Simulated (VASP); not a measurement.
The system is Si4Se3.

```
Si Se
1.0
     5.20000    0.00000    0.00000
     0.00000    5.20000    0.00000
     0.00000    0.00000    5.20000
Si Se
4 3
Direct
  0.20000 0.20000 0.20000
  0.80000 0.80000 0.20000
  0.80000 0.20000 0.80000
  0.20000 0.80000 0.80000
  0.50000 0.00000 0.50000
  0.00000 0.50000 0.50000
  0.50000 0.50000 0.00000
```

```yaml
Program: VASP 6.6.1
Task: relaxation of cell and atoms
Functional: PBE
Potentials_or_basis: VASP PAW PBE potentials, release 64 (Si, Se)
Cutoff: 500 eV
k_mesh: 3 × 3 × 3
Occupations: gaussian, width 0.2 eV
Spin: no spin polarisation
```

At the start: pressure 5.9 GPa; volume 20.09 Å³/atom.

Question: How do energy, volume and symmetry change on relaxing?

Answer: Over 8 steps the energy falls by 172.6 meV/atom and the volume is 20.03 Å³/atom (-0.3 %); space group P-43m (No. 215, to 0.1 Å) before and after.

The path:
| step | energy change (eV) | largest force (eV/Å) | pressure (GPa) | volume (Å³) |
| --- | --- | --- | --- | --- |
| 1 | 0.0000 | 2.3790 | 5.87 | 140.61 |
| 2 | -0.8021 | 0.7471 | -3.24 | 156.13 |
| 3 | -0.8022 | 0.7413 | -3.27 | 156.19 |
| 4 | -1.0771 | 0.4848 | -2.51 | 149.20 |
| 5 | -1.2000 | 0.2533 | -0.44 | 141.40 |
| 6 | -1.2022 | 0.0924 | -0.89 | 142.62 |
| 7 | -1.2026 | 0.1324 | -0.77 | 142.30 |
| 8 | -1.2083 | 0.0569 | 0.18 | 140.20 |

Final structure:
```
Si Se
1.0
     5.19496    0.00000    0.00000
     0.00000    5.19496    0.00000
     0.00000    0.00000    5.19496
Si Se
4 3
Direct
  0.17578 0.17578 0.17578
  0.82422 0.82422 0.17578
  0.82422 0.17578 0.82422
  0.17578 0.82422 0.82422
  0.50000 0.00000 0.50000
  0.00000 0.50000 0.50000
  0.50000 0.50000 0.00000
```

Caveat: the k points lie up to 0.40 Å⁻¹ apart in the final cell; the highest band is partly filled, so the run has too few bands; the relaxation stopped at a loose force limit of 0.08 eV/Å, so its end isn't a converged minimum.
